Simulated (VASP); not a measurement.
**CoSi2: single point with r2SCAN**

CoSi2:

```
Co Si
1.0
     0.00000    2.67800    2.67800
     2.67800    0.00000    2.67800
     2.67800    2.67800    0.00000
Co Si
1 2
Direct
  0.00000 0.00000 0.00000
  0.75000 0.75000 0.75000
  0.25000 0.25000 0.25000
```

```json
{"Program": "VASP 6.6.1", "Task": "single point", "Functional": "r2SCAN", "Potentials or basis": "VASP PAW PBE potentials, release 64 (Co, Si)", "Cutoff": "520 eV", "k mesh": "9 × 9 × 9", "Occupations": "fermi-dirac, width 0.05 eV", "Spin": "collinear spin, ferromagnetic start", "Starting moments": "[2.0, 0.0, 0.0] μB", "Dipole correction": "no", "Further INCAR settings": "ALGO = Normal; EDIFF = 1e-07; NBANDS = 20"}
```

```json
{
  "Pressure": "-4.4 GPa",
  "Net moment": "0.00 μB per cell",
  "Valence electrons inside the program's atomic spheres": "Co 8.92; Si 1.59"
}
```

Levels at points of the mesh, in eV from the Fermi level:
Spin up:
| k point | band 5 | band 6 | band 7 | band 8 | band 9 | band 10 | band 11 | band 12 | band 13 | band 14 |
| --- | --- | --- | --- | --- | --- | --- | --- | --- | --- | --- |
| (0.00, 0.00, 0.00) | -2.00 | -2.00 | 1.26 | 3.61 | 3.61 | 3.61 | 3.64 | 3.64 | 3.64 | 6.16 |
Spin down:
```
           k point  band 6  band 7  band 8  band 9  band 10  band 11  band 12  band 13
(0.00, 0.00, 0.00)   -2.00    1.26    3.61    3.61     3.61     3.64     3.64     3.64
```

It took 2.3 min on 1 thread of AMD EPYC 9R45 96-Core Processor (Zen 5) (shared host), peak memory 0.18 GiB.

Caveat: the starting moments collapsed, and a magnetic state may lie lower; the PAW data sets were made with another functional, which shifts forces and pressure a little.
